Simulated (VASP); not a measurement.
# CoO (Fm-3m) in VASP: further runs, part 2 of 2

VASP 6.6.1. The steps go on from the part before.

### 3 Single point, BLYP+U, collinear spin, ferromagnetic start (10.94 Å³/atom)

This run uses another cell than the first one, of 10.94 Å³/atom.

Contents of INCAR:

```
SYSTEM = CoO
AGGAC = 1.0
AGGAX = 1.0
ALDAC = 0.0
ALDAX = 1.0
ALGO = Normal
EDIFF = 1E-6
ENCUT = 700
GGA = B5
GGA_COMPAT = .FALSE.
ISIF = 2
ISMEAR = 0
ISPIN = 2
LASPH = .TRUE.
LCHARG = .FALSE.
LDAU = .TRUE.
LDAUJ = 0 0
LDAUL = 2 -1
LDAUPRINT = 1
LDAUTYPE = 2
LDAUU = 3.3 0
LMAXMIX = 4
LORBIT = 11
LREAL = .FALSE.
LWAVE = .FALSE.
MAGMOM = 2.89 0.25
NBANDS = 22
NELM = 200
PREC = Accurate
SIGMA = 0.05
```

Contents of KPOINTS:

```
k-points
0
G
  10 10 10
  0 0 0
```

Contents of POSCAR:

```
CoO
1.0
    0.0000000000      2.2201884149      2.2201884149
    2.2201884149      0.0000000000      2.2201884149
    2.2201884149      2.2201884149      0.0000000000
Co O
1 1
Direct
    0.0000000000      0.0000000000      0.0000000000
    0.5000000000      0.5000000000      0.5000000000
```

Potentials or basis: VASP PAW PBE potentials, release 64 (Co_sv, O).

Launch:

```
$ cat potpaw_PBE.64/Co_sv/POTCAR potpaw_PBE.64/O/POTCAR > POTCAR
$ mpirun -np 1 vasp_std > vasp.out
```

OUTCAR:

```text
SYSTEM = CoO
   EDIFF = 1E-6
   ENCUT = 700
   GGA = B5
   ISIF = 2
   ISMEAR = 0
   ISPIN = 2
   LASPH = .TRUE.
   LORBIT = 11
   LREAL = .FALSE.
   NELM = 200
   PREC = Accurate

 ion  position               nearest neighbor table
   1  0.000  0.000  0.000-   2 2.22   2 2.22   2 2.22   2 2.22   2 2.22   2 2.22
   2  0.500  0.500  0.500-   1 2.22   1 2.22   1 2.22   1 2.22   1 2.22   1 2.22

  LATTYP: Found a face centered cubic cell.
 ALAT       =     4.4403768298

  Lattice vectors:

 A1 = (   0.0000000000,   2.2201884149,   2.2201884149)
 A2 = (   2.2201884149,   0.0000000000,   2.2201884149)
 A3 = (   2.2201884149,   2.2201884149,   0.0000000000)

Analysis of symmetry for initial positions (statically):
=====================================================================
 Subroutine PRICEL returns:
 Original cell was already a primitive cell.

 Routine SETGRP: Setting up the symmetry group for a
 face centered cubic supercell.

 Subroutine GETGRP returns: Found 48 space group operations
 (whereof 48 operations were pure point group operations)
 out of a pool of 48 trial point group operations.

The static configuration has the point symmetry O_h .

Analysis of symmetry for dynamics (positions and initial velocities):
=====================================================================
 Subroutine PRICEL returns:
 Original cell was already a primitive cell.

 Routine SETGRP: Setting up the symmetry group for a
 face centered cubic supercell.

 Subroutine GETGRP returns: Found 48 space group operations
 (whereof 48 operations were pure point group operations)
 out of a pool of 48 trial point group operations.

The dynamic configuration has the point symmetry O_h .
[... 183 lines left out ...]
  o =  0.9262  v =  0.0000 -0.1753  0.0000 -0.9845  0.0000  0.0000  0.0000  0.0000  0.0000  0.0000      0.0000  0.0000  0.0000  0.0000  0.0000  0.0000  0.0000  0.0000  0.0000  0.0000
  o =  0.9262  v =  1.0000  0.0000  0.0000  0.0000  0.0000  0.0000  0.0000  0.0000  0.0000  0.0000      0.0000  0.0000  0.0000  0.0000  0.0000  0.0000  0.0000  0.0000  0.0000  0.0000
  o =  0.9506  v =  0.0000  0.0000  0.9895  0.0000  0.1444  0.0000  0.0000  0.0000  0.0000  0.0000      0.0000  0.0000  0.0000  0.0000  0.0000  0.0000  0.0000  0.0000  0.0000  0.0000
  o =  0.9506  v =  0.0000 -0.0000  0.1444  0.0000 -0.9895  0.0000  0.0000  0.0000  0.0000  0.0000      0.0000  0.0000  0.0000  0.0000  0.0000  0.0000  0.0000  0.0000  0.0000  0.0000

 number of electron      22.9999981 magnetization       3.0000875

 Free energy of the ion-electron system (eV)
  ---------------------------------------------------
  ext. energy  EPLUGINS =         0.00000000
  ---------------------------------------------------
  free energy    TOTEN  =       -10.04256120 eV

  energy without entropy =      -10.03450584  energy(sigma->0) =      -10.03853352

 E-fermi :   7.0487     XC(G=0): -11.4056

 val. band max:        7.0475668560   @ k =   0.3000   0.2000   0.0000
 cond. band min:       7.0496701289   @ k =   0.4000   0.2000   0.1000
 fundamental gap:      0.0021032729
 Fermi energy:         7.0487232080

 spin component 1

 k-point     1 :       0.0000    0.0000    0.0000
  band No.  band energies     occupation
      1     -89.0936      1.00000
      2     -52.5755      1.00000
      3     -52.5755      1.00000
      4     -52.5755      1.00000
      5     -11.4167      1.00000
      6       2.8219      1.00000
[... 1193 lines left out ...]
     21      35.7890      0.00000
     22      36.9182      0.00000

 [... further k-points ...]
[... 5 lines left out ...]
  --------------------------------------------------------------------------------------
  -------------------------------------------------------------------------------------
  Total       -1.6770678     -1.6770678     -1.6770678     -0.0000000     -0.0000000      0.0000000
  in kB     -122.7613664   -122.7613664   -122.7613664     -0.0000000     -0.0000000      0.0000000
  external PRESSURE =    -122.7613664 kB  Pullay stress =       0.0000000 kB

 VOLUME and BASIS-vectors are now :
 -----------------------------------------------------------------------------
  energy-cutoff  :      700.00
  volume of cell :       21.89
      direct lattice vectors                 reciprocal lattice vectors
     0.000000000  2.220188415  2.220188415    -0.225206112  0.225206112  0.225206112
     2.220188415  0.000000000  2.220188415     0.225206112 -0.225206112  0.225206112
     2.220188415  2.220188415  0.000000000     0.225206112  0.225206112 -0.225206112

 POSITION                                       TOTAL-FORCE (eV/Angst)
 -----------------------------------------------------------------------------------
      0.00000      0.00000      0.00000        -0.000000      0.000000     -0.000000
      2.22019      2.22019      2.22019         0.000000     -0.000000      0.000000
 -----------------------------------------------------------------------------------
    total drift:                                0.000000      0.000000      0.000000

  FREE ENERGIE OF THE ION-ELECTRON SYSTEM (eV)
  ---------------------------------------------------
  free  energy   TOTEN  =       -10.0425611979 eV

  energy  without entropy=      -10.0345058413  energy(sigma->0) =      -10.03853352

 total charge

# of ion       s       p       d       tot
------------------------------------------
    1        2.132   6.043   6.679  14.854
    2        1.542   3.412   0.000   4.954
--------------------------------------------------
tot          3.674   9.455   6.679  19.808

 magnetization (x)

# of ion       s       p       d       tot
------------------------------------------
    1        0.012   0.008   2.650   2.670
    2        0.022   0.234   0.000   0.256
--------------------------------------------------
tot          0.034   0.243   2.650   2.927
```

stdout:

```text
POSCAR found type information on POSCAR CoO
 POSCAR found :  2 types and       2 ions
 scaLAPACK will be used
 -----------------------------------------------------------------------------
|                                                                             |
|                                                                             |
|     You enforced a specific xc type in the INCAR file but a different       |
|     I HOPE YOU KNOW WHAT YOU ARE DOING!                                     |
|                                                                             |
 -----------------------------------------------------------------------------

 LDA part: xc-table for (Slater(with rela. corr.)+VWN5), standard interpolation
 POSCAR, INCAR and KPOINTS ok, starting setup
 FFT: planning ... GRIDC
 FFT: planning ... GRID_SOFT
 FFT: planning ... GRID
 WAVECAR not read
 entering main loop
```

Wall time 69 s (1 thread of Intel Xeon Platinum 8375C at 2.90GHz (Ice Lake), shared host); peak memory 0.2 GiB.

What came out:

- Free energy: -10.0426 eV
- Pressure: -12.3 GPa
- Band gap on the k mesh: zero (filled and empty bands overlap)
- Net moment: 3.00 μB per cell
- Site moments: Co +2.67; O +0.26 μB
- Valence electrons inside the program's atomic spheres: Co 14.85; O 4.95

Levels at points of the mesh, in eV from the Fermi level:
Spin up:
```tsv
k point	band 9	band 10	band 11	band 12	band 13	band 14	band 15	band 16	band 17	band 18
(0.00, 0.00, 0.00)	-3.82	-3.82	-2.05	-2.05	-2.05	1.13	17.52	17.55	17.55	17.55
(0.50, 0.00, 0.00)	-3.36	-3.36	-2.58	-0.28	-0.28	5.61	8.78	13.18	13.18	19.47
(0.50, 0.50, 0.00)	-3.63	-3.14	-3.14	-3.10	-3.10	5.53	9.83	11.67	14.97	14.97
```
Spin down:
```tsv
k point	band 7	band 8	band 9	band 10	band 11	band 12	band 13	band 14
(0.00, 0.00, 0.00)	-1.59	-1.59	-0.89	-0.89	-0.89	1.60	1.86	1.86
(0.50, 0.00, 0.00)	-3.14	-3.14	-0.08	-0.08	0.16	3.86	3.86	5.85
(0.50, 0.50, 0.00)	-2.67	-2.67	-1.68	0.03	0.03	2.28	2.50	6.31
```

Eigenvalues of the final occupation matrices:
```
    site  spin  trace               eigenvalues
site 1 d     1   4.68  0.93 0.93 0.93 0.95 0.95
site 1 d     2   2.02  0.09 0.09 0.61 0.61 0.61
```

Caveat: the cell stands under tension; the PAW data sets were made with another functional, which shifts forces and pressure a little; a cell with one magnetic atom can't hold antiferromagnetic order, which such compounds often take.
